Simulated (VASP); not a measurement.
# BaTiO3 (R3m) in VASP: further runs

BaTiO3 is run at these levels: PBE+U; tasks: relaxation of shape and atoms at fixed volume, single point.

Everything below comes from runs of VASP 6.6.1. Logs are shortened: lines on timing, memory, paths and dates and some standing lists are left out, and cuts for length are marked.

**1. The cell of the first run**

The structure is trigonal, space group R3m (No. 160). The conventional cell has a = 5.827 Å, b = 5.827 Å, c = 7.192 Å, α = 90.00°, β = 90.00°, γ = 120.00°. Within 3.7 Å of Ba (site symmetry 3m) lie 12 O at 2.83 to 3.03 Å and 8 Ti at 3.51 to 3.68 Å. Within 2.5 Å of Ti (site symmetry 3m) lie 6 O at 1.91 to 2.23 Å. Within 2.5 Å of O (site symmetry m) lie 2 Ti at 1.91 to 2.23 Å.

**2. Relaxation of shape and atoms at fixed volume, PBE+U (volume scaled by 1.06)**

Contents of INCAR:

```
ALGO = Normal ; EDIFF = 1E-7
EDIFFG = -0.01 ; ENCUT = 600
GGA = PE ; IBRION = 2
ISIF = 4 ; ISMEAR = 0
LASPH = T ; LCHARG = F
LDAU = T ; LDAUJ = 0 0 0
LDAUL = -1 2 -1 ; LDAUPRINT = 1
LDAUTYPE = 2 ; LDAUU = 0 4 0
LMAXMIX = 4 ; LREAL = F
LWAVE = F ; NELM = 150
NSW = 50 ; PREC = Accurate
SIGMA = 0.02
```

Contents of KPOINTS:

```
k-points
0
Gamma
  6 6 6
```

Contents of POSCAR:

```
BaTiO3
1.0
    2.9132698729      1.6819771453      2.3973277847
   -2.9132698729      1.6819771453      2.3973277847
    0.0000000000     -3.3639542907      2.3973277847
Ba Ti O
1 1 3
Direct
    0.0054009793      0.0054009793      0.0054009793
    0.5173061691      0.5173061691      0.5173061691
    0.4889386798      0.4889386798      0.9781154920
    0.4889386798      0.9781154920      0.4889386798
    0.9781154920      0.4889386798      0.4889386798
```

Potentials or basis: VASP PAW PBE potentials, release 64 (Ba_sv, Ti_sv, O).

Launch:

```sh
cat potpaw_PBE.64/Ba_sv/POTCAR potpaw_PBE.64/Ti_sv/POTCAR potpaw_PBE.64/O/POTCAR > POTCAR
mpirun -np 1 vasp_std > vasp.out
```

OUTCAR:

```text
EDIFF = 1E-7
   EDIFFG = -0.01
   ENCUT = 600
   GGA = PE
   IBRION = 2
   ISIF = 4
   ISMEAR = 0
   LASPH = T
   LREAL = F
   NELM = 150
   NSW = 50
   PREC = Accurate

 ion  position               nearest neighbor table
   1  0.005  0.005  0.005-   3 2.83   4 2.83   5 2.83   5 2.92   4 2.92   4 2.92   5 2.92   3 2.92
                             3 2.92   3 3.03   4 3.03   5 3.03   2 3.51   2 3.54   2 3.54   2 3.54
   2  0.517  0.517  0.517-   4 1.91   5 1.91   3 1.91   4 2.23   5 2.23   3 2.23   1 3.51   1 3.54
                             1 3.54   1 3.54   1 3.60   1 3.60   1 3.60   1 3.68
   3  0.489  0.489  0.978-   2 1.91   2 2.23   1 2.83   1 2.92   1 2.92   1 3.03
   4  0.489  0.978  0.489-   2 1.91   2 2.23   1 2.83   1 2.92   1 2.92   1 3.03
   5  0.978  0.489  0.489-   2 1.91   2 2.23   1 2.83   1 2.92   1 2.92   1 3.03

  LATTYP: Found a trigonal (rhomboedric) cell.
 ALAT       =     4.1307830949
 COS(alpha) =     0.0052209076

  Lattice vectors:

 A1 = (   2.9132698729,   1.6819771453,   2.3973277847)
 A2 = (  -2.9132698729,   1.6819771453,   2.3973277847)
 A3 = (   0.0000000000,  -3.3639542907,   2.3973277847)

Analysis of symmetry for initial positions (statically):
=====================================================================
 Subroutine PRICEL returns:
 Original cell was already a primitive cell.

 Routine SETGRP: Setting up the symmetry group for a
 trigonal (rhombohedral) supercell.

 Subroutine GETGRP returns: Found  6 space group operations
 (whereof  6 operations were pure point group operations)
 out of a pool of 12 trial point group operations.

The static configuration has the point symmetry C_3v.

Analysis of symmetry for dynamics (positions and initial velocities):
=====================================================================
 Subroutine PRICEL returns:
 Original cell was already a primitive cell.

 Routine SETGRP: Setting up the symmetry group for a
 trigonal (rhombohedral) supercell.

 Subroutine GETGRP returns: Found  6 space group operations
 (whereof  6 operations were pure point group operations)
 out of a pool of 12 trial point group operations.

The dynamic configuration has the point symmetry C_3v.

 Subroutine INISYM returns: Found  6 space group operations
 (whereof  6 operations are pure point group operations),
[... 161 lines left out ...]
  Direction    XX          YY          ZZ          XY          YZ          ZX
  --------------------------------------------------------------------------------------
  -------------------------------------------------------------------------------------
  Total       -1.5778536     -1.5778536     -1.6813954      0.0000000      0.0000000      0.0000000
  in kB      -35.8672272    -35.8672272    -38.2209035      0.0000000      0.0000000      0.0000000
  external PRESSURE =     -36.6517860 kB  Pullay stress =       0.0000000 kB
[... 254 lines left out ...]
  FREE ENERGIE OF THE ION-ELECTRON SYSTEM (eV)
  ---------------------------------------------------
  free  energy   TOTEN  =       -37.2905446199 eV

  energy  without entropy=      -37.2905446199  energy(sigma->0) =      -37.29054462

atom =   2  type =  2  l = 2

 onsite density matrix

spin component  1

  0.1536 -0.0000  0.0000  0.0588  0.0000
 -0.0000  0.1819  0.0000  0.0000  0.0588
  0.0000  0.0000  0.1055  0.0000  0.0000
  0.0588  0.0000  0.0000  0.1819 -0.0000
  0.0000  0.0588  0.0000 -0.0000  0.1536

spin component  2

  0.1536 -0.0000  0.0000  0.0588  0.0000
 -0.0000  0.1819  0.0000  0.0000  0.0588
  0.0000  0.0000  0.1055  0.0000  0.0000
  0.0588  0.0000  0.0000  0.1819 -0.0000
  0.0000  0.0588  0.0000 -0.0000  0.1536

 occupancies and eigenvectors

  o =  0.1055  v =  0.0000  0.0000  1.0000  0.0000 -0.0000  0.0000  0.0000  0.0000  0.0000  0.0000      0.0000  0.0000  0.0000  0.0000  0.0000  0.0000  0.0000  0.0000  0.0000  0.0000
  o =  0.1055  v =  0.0000  0.0000  0.0000  0.0000  0.0000  0.0000  0.0000  1.0000  0.0000 -0.0000      0.0000  0.0000  0.0000  0.0000  0.0000  0.0000  0.0000  0.0000  0.0000  0.0000
  o =  0.1073  v =  0.0000 -0.6186  0.0000  0.0000  0.7857  0.0000  0.0000  0.0000  0.0000  0.0000      0.0000  0.0000  0.0000  0.0000  0.0000  0.0000  0.0000  0.0000  0.0000  0.0000
  o =  0.1073  v =  0.0000  0.0000  0.0000  0.0000  0.0000  0.0000 -0.6186  0.0000  0.0000  0.7857      0.0000  0.0000  0.0000  0.0000  0.0000  0.0000  0.0000  0.0000  0.0000  0.0000
  o =  0.1073  v =  0.0000  0.0000  0.0000  0.0000  0.0000 -0.7857  0.0000  0.0000  0.6186  0.0000      0.0000  0.0000  0.0000  0.0000  0.0000  0.0000  0.0000  0.0000  0.0000  0.0000
  o =  0.1073  v = -0.7857  0.0000  0.0000  0.6186  0.0000  0.0000  0.0000  0.0000  0.0000  0.0000      0.0000  0.0000  0.0000  0.0000  0.0000  0.0000  0.0000  0.0000  0.0000  0.0000
  o =  0.2282  v =  0.0000  0.0000  0.0000  0.0000  0.0000  0.6186  0.0000  0.0000  0.7857  0.0000      0.0000  0.0000  0.0000  0.0000  0.0000  0.0000  0.0000  0.0000  0.0000  0.0000
  o =  0.2282  v =  0.6186  0.0000  0.0000  0.7857  0.0000  0.0000  0.0000  0.0000  0.0000  0.0000      0.0000  0.0000  0.0000  0.0000  0.0000  0.0000  0.0000  0.0000  0.0000  0.0000
  o =  0.2282  v =  0.0000 -0.7857 -0.0000  0.0000 -0.6186  0.0000  0.0000  0.0000  0.0000  0.0000      0.0000  0.0000  0.0000  0.0000  0.0000  0.0000  0.0000  0.0000  0.0000  0.0000
  o =  0.2282  v =  0.0000  0.0000  0.0000  0.0000  0.0000  0.0000 -0.7857 -0.0000  0.0000 -0.6186      0.0000  0.0000  0.0000  0.0000  0.0000  0.0000  0.0000  0.0000  0.0000  0.0000

--------------------------------------- Ionic step        8  -------------------------------------------

 number of electron      40.0000004 magnetization

 Free energy of the ion-electron system (eV)
  ---------------------------------------------------
  ext. energy  EPLUGINS =         0.00000000
  ---------------------------------------------------
  free energy    TOTEN  =       -37.29057201 eV

  energy without entropy =      -37.29057201  energy(sigma->0) =      -37.29057201

 E-fermi :   3.4392     XC(G=0): -10.7622

 val. band max:        3.2274814868   @ k =   0.5000   0.5000   0.5000
 cond. band min:       5.6736838689   @ k =   0.0000   0.0000   0.0000
 fundamental gap:      2.4462023820
 Fermi energy:         3.4391702942

 k-point     1 :       0.0000    0.0000    0.0000
  band No.  band energies     occupation
      1     -54.6459      2.00000
      2     -30.8047      2.00000
      3     -30.7866      2.00000
      4     -30.7866      2.00000
      5     -21.8305      2.00000
      6     -13.4537      2.00000
[... 637 lines left out ...]
     23       7.1901      0.00000
     24       8.1951      0.00000

 [... further k-points ...]
[... 5 lines left out ...]
  --------------------------------------------------------------------------------------
  -------------------------------------------------------------------------------------
  Total       -2.3727639     -2.3727639     -2.3829062      0.0000000      0.0000000      0.0000000
  in kB      -53.9368558    -53.9368558    -54.1674075      0.0000000      0.0000000      0.0000000
  external PRESSURE =     -54.0137063 kB  Pullay stress =       0.0000000 kB
[... 20 lines left out ...]
  FREE ENERGIE OF THE ION-ELECTRON SYSTEM (eV)
  ---------------------------------------------------
  free  energy   TOTEN  =       -37.2905720069 eV

  energy  without entropy=      -37.2905720069  energy(sigma->0) =      -37.29057201

 reached required accuracy - stopping structural energy minimisation
```

OSZICAR:

```text
N       E                     dE             d eps       ncg     rms          rms(c)
DAV:   1     0.487235113040E+03    0.48724E+03   -0.22925E+04  1536   0.197E+03
[... 71 lines left out ...]
       N       E                     dE             d eps       ncg     rms          rms(c)
DAV:   1    -0.372906185978E+02   -0.74002E-04   -0.17847E-02  1536   0.112E+00    0.672E-02
DAV:   2    -0.372905994500E+02    0.19148E-04   -0.48631E-04  1544   0.176E-01    0.386E-02
DAV:   3    -0.372905730354E+02    0.26415E-04   -0.53068E-05  2200   0.624E-02    0.897E-03
DAV:   4    -0.372905720528E+02    0.98263E-06   -0.96303E-06  2048   0.262E-02    0.421E-03
DAV:   5    -0.372905719783E+02    0.74487E-07   -0.11189E-06  2064   0.905E-03    0.215E-03
DAV:   6    -0.372905720069E+02   -0.28624E-07   -0.75162E-08  1040   0.303E-03
   8 F= -.37290572E+02 E0= -.37290572E+02  d E =-.273870E-04
```

Wall time 6.9 min (1 thread of Intel Xeon Platinum 8259CL at 2.50GHz (Skylake/Cascade Lake), shared host); peak memory 0.25 GiB.

Results:

| Item | Value |
| --- | --- |
| Free energy | -37.2906 eV |
| Energy gained by relaxing | 2.2 meV/atom |
| Ionic steps | 8 |
| Pressure after relaxing | -5.4 GPa |
| Band gap on the k mesh | 2.45 eV, indirect (least direct gap 2.88 eV) |

The path:
```tsv
step	energy change (eV)	largest force (eV/Å)	pressure (GPa)	volume (Å³)
1	0.0000	0.3579	-3.67	70.48
2	-0.0077	0.1490	-4.59	70.48
3	-0.0093	0.0699	-5.18	70.48
4	-0.0100	0.0601	-5.23	70.48
5	-0.0105	0.0464	-5.28	70.48
6	-0.0107	0.0210	-5.34	70.48
7	-0.0108	0.0071	-5.38	70.48
8	-0.0108	0.0019	-5.40	70.48
```

Final structure:
```xyz
5
Lattice="2.9165 1.6839 2.3920 -2.9165 1.6839 2.3920 0.0000 -3.3677 2.3920" Properties=species:S:1:pos:R:3 pbc="T T T"
Ba    0.0000    0.0000    0.0189
Ti    0.0000    0.0000    3.6757
O     0.0000   -1.6550    4.6974
O    -1.4333    0.8275    4.6974
O     1.4333    0.8275    4.6974
```

Eigenvalues of the final occupation matrices:
```tsv
site	spin	trace	eigenvalues
site 2 d	1	0.78	0.11 0.11 0.11 0.23 0.23
site 2 d	2	0.78	0.11 0.11 0.11 0.23 0.23
```

Caveat: the cell differs from its parent crystal (volume scaled by 1.06); spin-orbit coupling is left out, which moves the levels of the heavy elements.

**3. Single point, PBE+U (volume scaled by 1.03, then relaxed in part)**

Contents of INCAR:

```
  PREC = Accurate
  ENCUT = 520
  EDIFF = 1E-6
  ISMEAR = 0
  SIGMA = 0.02
  LREAL = False
  LASPH = True
  NELM = 150
  ALGO = Normal
  ISIF = 2
  LWAVE = False
  LCHARG = True
  LMAXMIX = 4
  LDAU = True
  LDAUTYPE = 2
  LDAUL = -1 2 -1
  LDAUU = 0 4 0
  LDAUJ = 0 0 0
  LDAUPRINT = 1
  GGA = PE
  LELF = True
  LVHAR = True
  NBANDS = 28
```

Contents of KPOINTS:

```
Automatic mesh
0
Gamma
  6 6 6
```

POSCAR, as its differences from that of step 2:

```diff
@@ -2,5 +2,5 @@
 1.0
-    2.9132698729      1.6819771453      2.3973277847
-   -2.9132698729      1.6819771453      2.3973277847
-    0.0000000000     -3.3639542907      2.3973277847
+    2.8855227596      1.6659573420      2.3744947041
+   -2.8855227596      1.6659573420      2.3744947041
+    0.0000000000     -3.3319146840      2.3744947041
 Ba Ti O
```

Potentials or basis: VASP PAW PBE potentials, release 64 (Ba_sv, Ti_sv, O).

Launch:

```sh
cat potpaw_PBE.64/Ba_sv/POTCAR potpaw_PBE.64/Ti_sv/POTCAR potpaw_PBE.64/O/POTCAR > POTCAR
mpirun -np 1 vasp_std > vasp.out
```

OUTCAR:

```text
PREC = Accurate
   ENCUT = 520
   EDIFF = 1E-6
   ISMEAR = 0
   LREAL = False
   LASPH = True
   NELM = 150
   ISIF = 2
   GGA = PE

 ion  position               nearest neighbor table
   1  0.005  0.005  0.005-   3 2.81   4 2.81   5 2.81   5 2.89   4 2.89   4 2.89   5 2.89   3 2.89
                             3 2.89   3 3.00   4 3.00   5 3.00   2 3.48   2 3.51   2 3.51   2 3.51
   2  0.517  0.517  0.517-   3 1.89   4 1.89   5 1.89   3 2.21   4 2.21   5 2.21   1 3.48   1 3.51
                             1 3.51   1 3.51   1 3.57   1 3.57   1 3.57   1 3.65
   3  0.489  0.489  0.978-   2 1.89   2 2.21   1 2.81   1 2.89   1 2.89   1 3.00
   4  0.489  0.978  0.489-   2 1.89   2 2.21   1 2.81   1 2.89   1 2.89   1 3.00
   5  0.978  0.489  0.489-   2 1.89   2 2.21   1 2.81   1 2.89   1 2.89   1 3.00

  LATTYP: Found a trigonal (rhomboedric) cell.
 ALAT       =     4.0914399130
 COS(alpha) =     0.0052209076

  Lattice vectors:

 A1 = (   2.8855227596,   1.6659573420,   2.3744947041)
 A2 = (  -2.8855227596,   1.6659573420,   2.3744947041)
 A3 = (   0.0000000000,  -3.3319146840,   2.3744947041)

Analysis of symmetry for initial positions (statically):
=====================================================================
[... 212 lines left out ...]

  energy without entropy =      -37.28929704  energy(sigma->0) =      -37.28929704

 E-fermi :   3.6333     XC(G=0): -10.8986

 val. band max:        3.4008718416   @ k =   0.5000   0.5000   0.5000
 cond. band min:       6.2227145185   @ k =   0.0000   0.0000   0.0000
 fundamental gap:      2.8218426769
 Fermi energy:         3.6333058276

 k-point     1 :       0.0000    0.0000    0.0000
  band No.  band energies     occupation
      1     -54.1312      2.00000
      2     -30.3267      2.00000
      3     -30.3078      2.00000
      4     -30.3078      2.00000
      5     -21.5662      2.00000
      6     -13.3204      2.00000
[... 733 lines left out ...]
     27      11.2389      0.00000
     28      11.6586      0.00000

 [... further k-points ...]
[... 5 lines left out ...]
  --------------------------------------------------------------------------------------
  -------------------------------------------------------------------------------------
  Total        0.3359414      0.3359414      0.0603011      0.0000000     -0.0000000      0.0000000
  in kB        7.8589273      7.8589273      1.4106697      0.0000000     -0.0000000      0.0000000
  external PRESSURE =       5.7095081 kB  Pullay stress =       0.0000000 kB

 VOLUME and BASIS-vectors are now :
 -----------------------------------------------------------------------------
  energy-cutoff  :      520.00
  volume of cell :       68.49
      direct lattice vectors                 reciprocal lattice vectors
     2.885522760  1.665957342  2.374494704     0.173278827  0.100042578  0.140380744
    -2.885522760  1.665957342  2.374494704    -0.173278827  0.100042578  0.140380744
     0.000000000 -3.331914684  2.374494704     0.000000000 -0.200085155  0.140380744

 POSITION                                       TOTAL-FORCE (eV/Angst)
 -----------------------------------------------------------------------------------
      0.00000      0.00000      0.03847         0.000000     -0.000000     -0.050293
      0.00000      0.00000      3.68502         0.000000     -0.000000     -0.716552
      0.00000     -1.62990      4.64449         0.000000     -0.357809      0.255615
     -1.41153      0.81495      4.64449        -0.309872      0.178904      0.255615
      1.41153      0.81495      4.64449         0.309872      0.178904      0.255615
 -----------------------------------------------------------------------------------
    total drift:                               -0.000000     -0.000003      0.000419

  FREE ENERGIE OF THE ION-ELECTRON SYSTEM (eV)
  ---------------------------------------------------
  free  energy   TOTEN  =       -37.2892970393 eV

  energy  without entropy=      -37.2892970393  energy(sigma->0) =      -37.28929704
```

Run time: 67 s. Hardware: 1 thread of Intel Xeon 6975P-C, shared host; peak memory 0.21 GiB.

What came out:

| Item | Value |
| --- | --- |
| Free energy | -37.2893 eV |
| Pressure | 0.6 GPa |
| Largest force | 0.717 eV/Å |
| Band gap on the k mesh | 2.82 eV, indirect (least direct gap 3.34 eV) |

Forces on the atoms (eV/Å):
```
Ba   0.000  0.000 -0.050
Ti   0.000  0.000 -0.717
O    0.000 -0.358  0.256
O   -0.310  0.179  0.256
O    0.310  0.179  0.256
```

Stress tensor (GPa, compression positive):
```
0.79 0.00 0.00
0.00 0.79 0.00
0.00 0.00 0.14
```

Eigenvalues of the final occupation matrices:
| site | spin | trace | eigenvalues |
| --- | --- | --- | --- |
| site 2 d | 1 | 0.82 | 0.11 0.11 0.11 0.24 0.24 |
| site 2 d | 2 | 0.82 | 0.11 0.11 0.11 0.24 0.24 |

Caveat: the cell differs from its parent crystal (volume scaled by 1.03, then relaxed in part); spin-orbit coupling is left out, which moves the levels of the heavy elements.
